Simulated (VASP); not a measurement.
Crystal: CaDyAs3.

```xyz
5
Lattice="4.9493 0.0000 0.0000 0.0000 4.9493 0.0000 0.0000 0.0000 4.9493" Properties=species:S:1:pos:R:3 pbc="T T T"
Ca    2.4747    2.4747    2.4747
Dy    0.0000    0.0000    0.0000
As    2.4747    0.0000    2.4747
As    0.0000    2.4747    2.4747
As    2.4747    2.4747    0.0000
```

The cell was built from a structure type or drawn by symmetry, and may not be a known phase.

```yaml
Program: VASP 6.6.1
Task: relaxation of cell and atoms
Functional: PBE
Potentials_or_basis: VASP PAW PBE potentials, release 64 (Ca_sv, Dy_3, As), 4f in core
Cutoff: 500 eV
k_mesh: 4 × 4 × 4
Occupations: gaussian, width 0.1 eV
Spin: no spin polarisation
```

At the start: pressure 8.2 GPa; volume 24.25 Å³/atom.

Q: Where does the relaxation end?

A: Over 3 steps the energy falls by 86.7 meV/atom and the volume is 28.05 Å³/atom (+15.7 %); space group Pm-3m (No. 221, to 0.1 Å) before and after.

The path:
```
step  energy change (eV)  largest force (eV/Å)  pressure (GPa)  volume (Å³)
   1              0.0000                0.0000            8.20       121.24
   2             -0.4199                0.0000           -1.10       144.34
   3             -0.4337                0.0000            0.05       140.24
```

Final structure:
```
CELL_PARAMETERS angstrom
5.19550 0.00000 0.00000
0.00000 5.19550 0.00000
0.00000 0.00000 5.19550
ATOMIC_POSITIONS crystal
Ca 0.50000 0.50000 0.50000
Dy 0.00000 0.00000 0.00000
As 0.50000 0.00000 0.50000
As 0.00000 0.50000 0.50000
As 0.50000 0.50000 0.00000
```

Caveat: the volume moved by over 15 % at a fixed basis, so the end points are rough.
